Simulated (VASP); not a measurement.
# SnSe: single point with PBE

The system is SnSe.

```xyz
2
Lattice="0.0000 3.0100 3.0100 3.0100 0.0000 3.0100 3.0100 3.0100 0.0000" Properties=species:S:1:pos:R:3 pbc="T T T"
Sn    0.0000    0.0000    0.0000
Se    3.0100    3.0100    3.0100
```

```yaml
Program: VASP 6.6.1
Task: single point
Functional: PBE
Potentials_or_basis: VASP PAW PBE potentials, release 64 (Sn_d, Se)
Cutoff: 520 eV
k_mesh: 3 × 3 × 3
Occupations: fermi-dirac, width 0.04 eV
Spin: no spin polarisation
```

```json
{"Pressure": "-0.6 GPa"}
```

Levels at points of the mesh, in eV from the Fermi level:
```tsv
k point	band 6	band 7	band 8	band 9	band 10	band 11	band 12	band 13	band 14	band 15
(0.00, 0.00, 0.00)	-14.26	-5.45	-2.57	-2.57	-2.57	3.95	3.95	3.95	5.50	5.50
```

Run time: 8.1 s on 1 thread of Intel(R) Xeon(R) Platinum 8259CL CPU @ 2.50GHz (Skylake/Cascade Lake) (shared host), peak memory 0.17 GiB.

Caveat: the k points lie up to 0.60 Å⁻¹ apart; this odd mesh misses L, where the gap lies, so gap, dielectric constants and Born charges aren't listed; spin-orbit coupling is left out, which moves the levels of the heavy elements.
